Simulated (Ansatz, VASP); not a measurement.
# One calculation of KF, two programs

The input INCAR:

```
SYSTEM = KF
ALGO = Normal
EDIFF = 1E-6
ENCUT = 520
GGA = PE
ISIF = 2
ISMEAR = 0
LASPH = .TRUE.
LCHARG = .FALSE.
LREAL = .FALSE.
LWAVE = .FALSE.
NBANDS = 15
NELM = 100
PREC = Accurate
SIGMA = 0.05
```

KPOINTS

```
k-points
0
G
  8 8 8
  0 0 0
```

The input POSCAR:

```
KF
1.0
    3.3241341000      0.0000000000      0.0000000000
    0.0000000000      3.2589550000      0.0000000000
    0.0000000000      0.0000000000      3.2589550000
K F
1 1
Direct
    0.0000000000      0.0000000000      0.0000000000
    0.5000000000      0.5000000000      0.5000000000
```

Input for Ansatz:

```yaml
crystal:
  lattice:
    - [3.3241341, 0.0, 0.0]
    - [0.0, 3.258955, 0.0]
    - [0.0, 0.0, 3.258955]
  atoms:
    - { symbol: K, position: [0.0, 0.0, 0.0] }
    - { symbol: F, position: [0.5, 0.5, 0.5] }
basis:
  ecutwfc: 420
kpoints:
  mp_grid: { grid: [8, 8, 8] }
hamiltonian:
  xc: pbe
scf:
  occupations: { method: gaussian, width: 0.05 }
output:
  forces: true
  stress: true
  eigenvalues: true
```

Change from the starting cell: strain +0.0200 x Voigt [1, 0, 0, 0, 0, 0], atoms carried along.

Alike in both runs: task single point; functional PBE; k mesh 8 × 8 × 8; occupations gaussian, width 0.05 eV; no spin polarisation.

```csv
,VASP,Ansatz
version,VASP 6.6.1,Ansatz 0.2.0
potentials or method,"VASP PAW PBE potentials, release 64 (K_sv, F), cutoff 520 eV","scalar-relativistic, plane waves, PAW"
valence electrons in the cell,16,16
```

VASP gave:

| Item | Value |
| --- | --- |
| gap on the k mesh at the Fermi level (eV) | 6.10 |
| least direct gap on the mesh (eV) | 6.15 |
| pressure (GPa) | -0.6 |
| traceless stress, the component that is largest in VASP (GPa) | -1.10 |

Question: Which values does Ansatz return?

Answer: gap on the k mesh at the Fermi level (eV): 6.11; least direct gap on the mesh (eV): 6.17; pressure (GPa): -0.6; traceless stress, the component that is largest in VASP (GPa): -1.10.
